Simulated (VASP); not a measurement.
Here is a VASP 6.6.1 calculation.

Contents of INCAR:

```
  ALGO = Normal
  EDIFF = 1E-6
  ENCUT = 520
  ISIF = 2
  ISMEAR = 0
  LASPH = True
  LCHARG = True
  LELF = True
  LREAL = False
  LVHAR = True
  LWAVE = False
  NBANDS = 31
  NELM = 60
  PREC = Accurate
  SIGMA = 0.05
```

KPOINTS

```
k-points
0
Gamma
  6 6 8
```

Contents of POSCAR:

```
HfO2
1.0
    4.9804551058      0.0000000000      0.0000000000
    0.0000000000      4.7888991402      0.0000000000
    0.0000000000      0.0000000000      3.1858186410
Hf O
2 4
Direct
    0.0000000000      0.0000000000      0.0000000000
    0.5000000000      0.5000000000      0.5000000000
    0.1951075730      0.8048924270      0.5000000000
    0.3048924270      0.3048924270      0.0000000000
    0.6951075730      0.6951075730      0.0000000000
    0.8048924270      0.1951075730      0.5000000000
```

Potentials or basis: VASP PAW LDA potentials, release 64 (Hf_pv, O).

Command:

```bash
$ cat potpaw_LDA.64/Hf_pv/POTCAR potpaw_LDA.64/O/POTCAR > POTCAR
$ mpirun -np 1 vasp_std > vasp.out
```

Question: What does it give for the largest force?

Answer: 0.095 eV/Å.

Question: What does it give for the pressure?

Answer: -10.1 GPa.

Question: What does it give for the band gap on the k mesh?

Answer: 3.67 eV.

Stress tensor (GPa, compression positive):
```
-13.12   0.00   0.00
  0.00  -9.02   0.00
  0.00   0.00  -8.17
```

Caveat: the cell differs from its parent crystal (strain +0.0400 x Voigt [1, 0, 0, 0, 0, 0]); the cell stands under tension; spin-orbit coupling is left out, which moves the levels of the heavy elements. A k mesh can miss the band edges.
